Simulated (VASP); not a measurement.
# Te5W (F-43m) in VASP: notebook

Te5W is run at these levels: PBE; tasks: single point.

All numbers are computed with VASP 6.6.1; they aren't measurements. Logs are shortened: lines on timing, memory, paths and dates and some standing lists are left out, and cuts for length are marked.

### 1 The cell of the first run

It takes space group F-43m (No. 216, cubic). Conventional cell: a = 9.029 Å, b = 9.029 Å, c = 9.029 Å, α = 90.00°, β = 90.00°, γ = 90.00°. Within 4.2 Å of Te (site symmetry 3m) lie 9 Te at 3.19 to 3.74 Å and 3 W at 3.74 Å. Te (site symmetry -43m) has 12 Te at 3.74 Å and 4 W at 3.91 Å within 4.9 Å. W (site symmetry -43m) has 16 Te at 3.74 to 3.91 Å within 4.9 Å.

### 2 Single point, PBE

INCAR reads:

```
SYSTEM = Te5W
  PREC = Accurate
  ENCUT = 500
  EDIFF = 1E-6
  ISMEAR = 0
  SIGMA = 0.1
  LREAL = .FALSE.
  LASPH = .TRUE.
  NELM = 120
  ALGO = Normal
  ISIF = 2
  LWAVE = .FALSE.
  LCHARG = .FALSE.
  GGA = PE
  NBANDS = 31
  GGA_COMPAT = .FALSE.
```

KPOINTS reads:

```
Automatic mesh
0
G
  4 4 4
  0 0 0
```

POSCAR reads:

```
Te5W
1.0
    0.0000000000      4.5146413400      4.5146413400
    4.5146413400      0.0000000000      4.5146413400
    4.5146413400      4.5146413400      0.0000000000
Te W
5 1
Direct
    0.3750000000      0.3750000000      0.8750000000
    0.3750000000      0.8750000000      0.3750000000
    0.8750000000      0.3750000000      0.3750000000
    0.3750000000      0.3750000000      0.3750000000
    0.7500000000      0.7500000000      0.7500000000
    0.0000000000      0.0000000000      0.0000000000
```

Potentials or basis: VASP PAW PBE potentials, release 64 (Te, W_sv).

Run with:

```sh
$ cat potpaw_PBE.64/Te/POTCAR potpaw_PBE.64/W_sv/POTCAR > POTCAR
$ mpirun -np 1 vasp_std > vasp.out
```

OUTCAR:

```text
SYSTEM = Te5W
   PREC = Accurate
   ENCUT = 500
   EDIFF = 1E-6
   ISMEAR = 0
   LREAL = .FALSE.
   LASPH = .TRUE.
   NELM = 120
   ISIF = 2
   GGA = PE

 ion  position               nearest neighbor table
   1  0.375  0.375  0.875-   4 3.19   2 3.19   3 3.19   4 3.19   2 3.19   3 3.19
   2  0.375  0.875  0.375-   4 3.19   1 3.19   1 3.19   3 3.19   4 3.19   3 3.19
   3  0.875  0.375  0.375-   4 3.19   1 3.19   2 3.19   1 3.19   2 3.19   4 3.19
   4  0.375  0.375  0.375-   1 3.19   2 3.19   3 3.19   1 3.19   2 3.19   3 3.19
   5  0.750  0.750  0.750-
   6  0.000  0.000  0.000-

  LATTYP: Found a face centered cubic cell.
 ALAT       =     9.0292826800

  Lattice vectors:

 A1 = (   0.0000000000,   4.5146413400,   4.5146413400)
 A2 = (   4.5146413400,   0.0000000000,   4.5146413400)
 A3 = (   4.5146413400,   4.5146413400,   0.0000000000)

Analysis of symmetry for initial positions (statically):
[... 5 lines left out ...]
 face centered cubic supercell.

 Subroutine GETGRP returns: Found 24 space group operations
 (whereof 24 operations were pure point group operations)
 out of a pool of 48 trial point group operations.

The static configuration has the point symmetry T_d .

Analysis of symmetry for dynamics (positions and initial velocities):
[... 5 lines left out ...]
 face centered cubic supercell.

 Subroutine GETGRP returns: Found 24 space group operations
 (whereof 24 operations were pure point group operations)
 out of a pool of 48 trial point group operations.

The dynamic configuration has the point symmetry T_d .

 Subroutine INISYM returns: Found 24 space group operations
 (whereof 24 operations are pure point group operations),
 and found     1 'primitive' translations

----------------------------------------------------------------------------------------

                                     Primitive cell

  volume of cell :     184.0347

  direct lattice vectors                    reciprocal lattice vectors
     0.000000000  4.514641340  4.514641340    -0.110750769  0.110750769  0.110750769
     4.514641340  0.000000000  4.514641340     0.110750769 -0.110750769  0.110750769
     4.514641340  4.514641340  0.000000000     0.110750769  0.110750769 -0.110750769

  length of vectors
     6.384667012  6.384667012  6.384667012     0.191825959  0.191825959  0.191825959

  position of ions in fractional coordinates (direct lattice)
     0.375000000  0.375000000  0.875000000
     0.375000000  0.875000000  0.375000000
     0.875000000  0.375000000  0.375000000
     0.375000000  0.375000000  0.375000000
     0.750000000  0.750000000  0.750000000
     0.000000000  0.000000000  0.000000000

  ion indices of the primitive-cell ions
   primitive index   ion index
                 1           1
                 2           2
                 3           3
                 4           4
                 5           5
                 6           6

----------------------------------------------------------------------------------------

 KPOINTS: Automatic mesh

Automatic generation of k-mesh.
 Grid dimensions read from file:
 generate k-points for:    4    4    4

 Generating k-lattice:

  Cartesian coordinates                     Fractional coordinates (reciprocal lattice)
    -0.027687692  0.027687692  0.027687692     0.250000000  0.000000000  0.000000000
     0.027687692 -0.027687692  0.027687692     0.000000000  0.250000000  0.000000000
     0.027687692  0.027687692 -0.027687692     0.000000000  0.000000000  0.250000000

  Length of vectors
     0.047956490  0.047956490  0.047956490

  Shift w.r.t. Gamma in fractional coordinates (k-lattice)
     0.000000000  0.000000000  0.000000000

 Subroutine IBZKPT returns following result:
 ===========================================

 Found      8 irreducible k-points:

 Following reciprocal coordinates:
            Coordinates               Weight
  0.000000  0.000000  0.000000      1.000000
  0.250000  0.000000  0.000000      8.000000
  0.500000  0.000000  0.000000      4.000000
  0.250000  0.250000  0.000000      6.000000
  0.500000  0.250000  0.000000     24.000000
 -0.250000  0.250000  0.000000     12.000000
  0.500000  0.500000  0.000000      3.000000
 -0.250000  0.500000  0.250000      6.000000
   k-points           NKPTS =      8   k-points in BZ     NKDIM =      8   number of bands    NBANDS=     31
   number of dos      NEDOS =    301   number of ions     NIONS =      6
   total plane-waves  NPLWV = 110592
   dimension x,y,z NGX =    48 NGY =   48 NGZ =   48
   dimension x,y,z NGXF=    96 NGYF=   96 NGZF=   96
   ions per type =               5   1
   NGX,Y,Z   is equivalent  to a cutoff of  12.50, 12.50, 12.50 a.u.
   NGXF,Y,Z  is equivalent  to a cutoff of  25.00, 25.00, 25.00 a.u.
 SYSTEM =  Te5W
   PREC   = accura    normal or accurate (medium, high low for compatibility)
   ISTART =      0    job   : 0-new  1-cont  2-samecut
   ICHARG =      2    charge: 1-file 2-atom 10-const
   ISPIN  =      1    spin polarized calculation?
   LNONCOLLINEAR =      F non collinear calculations
   LSORBIT =      F    spin-orbit coupling
   LASPH  =      T    aspherical Exc in radial PAW
   ENCUT  =  500.0 eV  36.75 Ry    6.06 a.u.  11.64 11.64 11.64*2*pi/ulx,y,z
   NELM   =    120;   NELMIN=  2; NELMDL= -5     # of ELM steps
   EDIFF  = 0.1E-05   stopping-criterion for ELM
   LREAL  =      F    real-space projection
   EDIFFG = 0.1E-04   stopping-criterion for IOM
   NSW    =      0    number of steps for IOM
   IBRION =     -1    ionic relax: 0-MD 1-quasi-New 2-CG
   NFREE  =      0    steps in history (QN), initial steepest desc. (CG)
   ISIF   =      2    stress and relaxation
   ISYM   =      2    0-nonsym 1-usesym 2-fastsym
   POTIM  = 0.5000    time-step for ionic-motion
   TEBEG  =    0.0;   TEEND  =   0.0 temperature during run
   PSTRESS=    0.0 pullay stress
   NELECT =      44.0000    total number of electrons
   NUPDOWN=      -1.0000    fix difference up-down
   EMIN   =  10.00;   EMAX   =-10.00  energy-range for DOS
   EFERMI =   0.00;   METHOD = LEGACY
   ISMEAR =     0;   SIGMA  =   0.10  broadening in eV -4-tet -1-fermi 0-gaus
   EFERMI_NEDOS =   21; number of points for ismear=-14 and -15
   IALGO  =     38    algorithm
   IMIX   =      4    mixing-type and parameters
     AMIX     =   0.40;   BMIX     =  1.00
     AMIX_MAG =   1.60;   BMIX_MAG =  1.00
  volume/ion in A,a.u.               =      30.67       206.99
  Fermi-wavevector in a.u.,A,eV,Ry     =   1.016075  1.920104 14.046772  1.032409
  Thomas-Fermi vector in A             =   2.149398
   LORBIT       =      0    0 simple, 1 ext, 2 COOP (PROOUT), +10 PAW based schemes
   GGA     = PE    functional components
   LHFCALC =     F    Hartree Fock is set to
   AEXX    =    0.0000 exact exchange contribution
   IVDW    =     0    specifies the selected vdW correction
   LEPSILON=     F    determine dielectric tensor
   LRPA    =     F    only Hartree local field effects (RPA)
 non-spin polarized calculation
 Gauss-broadening in eV      SIGMA  =   0.10
  energy-cutoff  :      500.00
  volume of cell :      184.03
 maximum number of plane-waves:      4720
 NGX is ok and might be reduce to    48
   NGX = 23   NGY = 23   NGZ = 23

 number of electron      43.9999999 magnetization

 Free energy of the ion-electron system (eV)
  ---------------------------------------------------
  ext. energy  EPLUGINS =         0.00000000
  ---------------------------------------------------
  free energy    TOTEN  =       -19.53461649 eV

  energy without entropy =      -19.47454266  energy(sigma->0) =      -19.50457957

 E-fermi :   6.6321     XC(G=0):  -9.7968

 val. band max:        6.6204172597   @ k =  -0.2500   0.2500   0.0000
 cond. band min:       6.6745432341   @ k =   0.5000   0.5000   0.0000
 fundamental gap:      0.0541259744
 Fermi energy:         6.6321140402

 k-point     1 :       0.0000    0.0000    0.0000
  band No.  band energies     occupation
      1     -68.1667      2.00000
      2     -32.2747      2.00000
      3     -32.2747      2.00000
      4     -32.2747      2.00000
      5      -7.1760      2.00000
      6      -3.7745      2.00000
[... 23 lines left out ...]
     30       8.7667      0.00000
     31      11.6749      0.00000

 k-point     2 :       0.2500    0.0000    0.0000
  band No.  band energies     occupation
      1     -68.1667      2.00000
      2     -32.2747      2.00000
      3     -32.2747      2.00000
      4     -32.2747      2.00000
      5      -6.9356      2.00000
      6      -4.5635      2.00000
[... 23 lines left out ...]
     30       8.9487      0.00000
     31      10.1974      0.00000

 k-point     3 :       0.5000    0.0000    0.0000
  band No.  band energies     occupation
      1     -68.1667      2.00000
      2     -32.2747      2.00000
      3     -32.2747      2.00000
      4     -32.2747      2.00000
      5      -6.5361      2.00000
      6      -5.3442      2.00000
[... 23 lines left out ...]
     30       9.1405      0.00000
     31      10.8096      0.00000

 k-point     4 :       0.2500    0.2500    0.0000
  band No.  band energies     occupation
      1     -68.1667      2.00000
      2     -32.2747      2.00000
      3     -32.2747      2.00000
      4     -32.2747      2.00000
      5      -6.8457      2.00000
      6      -4.6605      2.00000
[... 23 lines left out ...]
     30       8.7478      0.00000
     31      10.6031      0.00000

 k-point     5 :       0.5000    0.2500    0.0000
  band No.  band energies     occupation
      1     -68.1667      2.00000
      2     -32.2747      2.00000
      3     -32.2747      2.00000
      4     -32.2747      2.00000
      5      -6.3840      2.00000
      6      -5.4134      2.00000
[... 23 lines left out ...]
     30       8.8951      0.00000
     31      10.6775      0.00000

 k-point     6 :      -0.2500    0.2500    0.0000
  band No.  band energies     occupation
      1     -68.1667      2.00000
      2     -32.2747      2.00000
      3     -32.2747      2.00000
      4     -32.2747      2.00000
      5      -6.5750      2.00000
      6      -5.1466      2.00000
[... 23 lines left out ...]
     30       8.8611      0.00000
     31      10.6752      0.00000

 k-point     7 :       0.5000    0.5000    0.0000
  band No.  band energies     occupation
      1     -68.1667      2.00000
      2     -32.2747      2.00000
      3     -32.2747      2.00000
      4     -32.2747      2.00000
      5      -5.9323      2.00000
      6      -5.9253      2.00000
[... 23 lines left out ...]
     30       8.7881      0.00000
     31      10.3845      0.00000

 k-point     8 :      -0.2500    0.5000    0.2500
  band No.  band energies     occupation
      1     -68.1667      2.00000
      2     -32.2747      2.00000
      3     -32.2747      2.00000
      4     -32.2747      2.00000
      5      -5.9175      2.00000
      6      -5.9023      2.00000
[... 23 lines left out ...]
     30       8.0804      0.00000
     31      10.0798      0.00000

------------------------ aborting loop because EDIFF is reached ----------------------------------------

  FORCE on cell =-STRESS in cart. coord.  units (eV):
  Direction    XX          YY          ZZ          XY          YZ          ZX
  --------------------------------------------------------------------------------------
  -------------------------------------------------------------------------------------
  Total       -5.6643027     -5.6643027     -5.6643027      0.0000000      0.0000000      0.0000000
  in kB      -49.3125289    -49.3125289    -49.3125289      0.0000000      0.0000000      0.0000000
  external PRESSURE =     -49.3125289 kB  Pullay stress =       0.0000000 kB

 VOLUME and BASIS-vectors are now :
 -----------------------------------------------------------------------------
  energy-cutoff  :      500.00
  volume of cell :      184.03
      direct lattice vectors                 reciprocal lattice vectors
     0.000000000  4.514641340  4.514641340    -0.110750769  0.110750769  0.110750769
     4.514641340  0.000000000  4.514641340     0.110750769 -0.110750769  0.110750769
     4.514641340  4.514641340  0.000000000     0.110750769  0.110750769 -0.110750769

 POSITION                                       TOTAL-FORCE (eV/Angst)
 -----------------------------------------------------------------------------------
      5.64330      5.64330      3.38598         0.130773      0.130773     -0.130773
      5.64330      3.38598      5.64330         0.130773     -0.130773      0.130773
      3.38598      5.64330      5.64330        -0.130773      0.130773      0.130773
      3.38598      3.38598      3.38598        -0.130773     -0.130773     -0.130773
      6.77196      6.77196      6.77196         0.000000      0.000000      0.000000
      0.00000      0.00000      0.00000         0.000000      0.000000      0.000000
 -----------------------------------------------------------------------------------
    total drift:                                0.000000      0.000000      0.000000

  FREE ENERGIE OF THE ION-ELECTRON SYSTEM (eV)
  ---------------------------------------------------
  free  energy   TOTEN  =       -19.5346164900 eV

  energy  without entropy=      -19.4745426600  energy(sigma->0) =      -19.50457957
```

Wall time 2.5 min (1 thread of Intel Xeon 8259CL, shared host); peak memory 0.32 GiB.

What came out:

| Quantity | Value |
| --- | --- |
| Free energy | -19.5346 eV |
| Pressure | -4.9 GPa |
| Band gap on the k mesh | zero (band 22 reaches 6.82 eV, above the bottom of band 23 at 6.59 eV) |

Caveat: spin-orbit coupling is left out, which moves the levels of the heavy elements.

### 3 Single point, PBE

This run uses another cell than the first one, of 27.61 Å³/atom, 0.900 times its volume.

INCAR reads:

```
ALGO = Normal ; EDIFF = 1E-6
ENCUT = 500 ; GGA = PE
GGA_COMPAT = F ; ISIF = 2
ISMEAR = 0 ; LASPH = T
LCHARG = F ; LREAL = F
LWAVE = F ; NBANDS = 31
NELM = 120 ; PREC = Accurate
SIGMA = 0.1
```

KPOINTS reads:

```
k-points
0
Gamma
  4 4 4
```

POSCAR reads:

```
Te5W
1.0
    0.0000000000      4.3589006180      4.3589006180
    4.3589006180      0.0000000000      4.3589006180
    4.3589006180      4.3589006180      0.0000000000
Te W
5 1
Direct
    0.3739361569      0.3739361569      0.8781915294
    0.3739361569      0.8781915294      0.3739361569
    0.8781915294      0.3739361569      0.3739361569
    0.3739361569      0.3739361569      0.3739361569
    0.7500000000      0.7500000000      0.7500000000
    0.0000000000      0.0000000000      0.0000000000
```

Potentials or basis: VASP PAW PBE potentials, release 64 (Te, W_sv).

Run with:

```sh
$ cat potpaw_PBE.64/Te/POTCAR potpaw_PBE.64/W_sv/POTCAR > POTCAR
$ mpirun -np 1 vasp_std > vasp.out
```

It took 54 s on 1 thread of Intel Xeon 6975P-C (Granite Rapids), shared host; peak memory 0.32 GiB.

Results (log left out):

```
Free energy            : -19.8613 eV
Pressure               : -0.1 GPa
Largest force          : 0.007 eV/Å
Band gap on the k mesh : zero (band 22 reaches 8.21 eV, above the bottom of band 23 at 7.93 eV)
```

Forces on the atoms (eV/Å):
```
Te   0.004  0.004 -0.004
Te   0.004 -0.004  0.004
Te  -0.004  0.004  0.004
Te  -0.004 -0.004 -0.004
Te   0.000  0.000  0.000
W    0.000  0.000  0.000
```

Levels at points of the mesh, in eV from the Fermi level:
```tsv
k point	band 18	band 19	band 20	band 21	band 22	band 23	band 24	band 25	band 26	band 27
(0.00, 0.00, 0.00)	-1.94	-1.29	0.22	0.22	0.22	0.57	0.57	1.61	1.61	1.61
(0.50, 0.00, 0.00)	-2.36	-1.11	-0.45	-0.45	-0.26	0.36	0.40	0.40	0.53	0.53
(0.50, 0.50, 0.00)	-2.19	-2.06	-1.21	-0.95	-0.95	0.08	0.29	0.94	0.94	0.99
```

Caveat: spin-orbit coupling is left out, which moves the levels of the heavy elements.
